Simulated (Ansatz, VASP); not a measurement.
# One calculation of KF, two programs

INCAR

```
SYSTEM = KF
PREC = Accurate ; ENCUT = 520
EDIFF = 1E-6 ; ISMEAR = 0
SIGMA = 0.02 ; LREAL = .FALSE.
LASPH = .TRUE. ; NELM = 80
ALGO = Normal ; ISIF = 2
LWAVE = .FALSE. ; LCHARG = .FALSE.
GGA = PE ; NBANDS = 15
```

Contents of KPOINTS:

```
regular mesh
0
G
  8 8 8
  0 0 0
```

POSCAR

```
KF
1.0
    0.0000000000      2.6735000000      2.6735000000
    2.6735000000      0.0000000000      2.6735000000
    2.6735000000      2.6735000000      0.0000000000
K F
1 1
Direct
    0.0000000000      0.0000000000      0.0000000000
    0.5168318683      0.4831681317      0.5168318683
```

Input for Ansatz:

```yaml
crystal:
  lattice:
    - [0.0, 2.6735, 2.6735]
    - [2.6735, 0.0, 2.6735]
    - [2.6735, 2.6735, 0.0]
  atoms:
    - { symbol: K, position: [0.0, 0.0, 0.0] }
    - { symbol: F, position: [0.5168318683, 0.4831681317, 0.5168318683] }
basis:
  ecutwfc: 420
kpoints:
  mp_grid: { grid: [8, 8, 8] }
hamiltonian:
  xc: pbe
scf:
  occupations: { method: gaussian, width: 0.02 }
output:
  forces: true
  stress: true
  eigenvalues: true
```

Change from the starting cell: one atom moved.

Alike in both runs: task single point; functional PBE; k mesh 8 × 8 × 8; occupations gaussian, width 0.02 eV; no spin polarisation.

|  | VASP | Ansatz |
| --- | --- | --- |
| version | VASP 6.6.1 | Ansatz 0.2.0 |
| potentials or method | VASP PAW PBE potentials, release 64 (K_sv, F), cutoff 520 eV | scalar-relativistic, plane waves, PAW |
| valence electrons in the cell | 16 | 16 |

Ansatz gave:

```
gap on the k mesh at the Fermi level (eV)                     : 6.17
least direct gap on the mesh (eV)                             : 6.17
pressure (GPa)                                                : 1.4
traceless stress, the component that is largest in VASP (GPa) : 0.28
rms of the force components (eV/Å)                            : 0.085
```

**Question.** Estimate VASP's values.

**Answer.** gap on the k mesh at the Fermi level (eV): 6.16; least direct gap on the mesh (eV): 6.16; pressure (GPa): 1.5; traceless stress, the component that is largest in VASP (GPa): 0.29; rms of the force components (eV/Å): 0.088.

Atom by atom the forces differ by 0.003 eV/Å (rms over components).
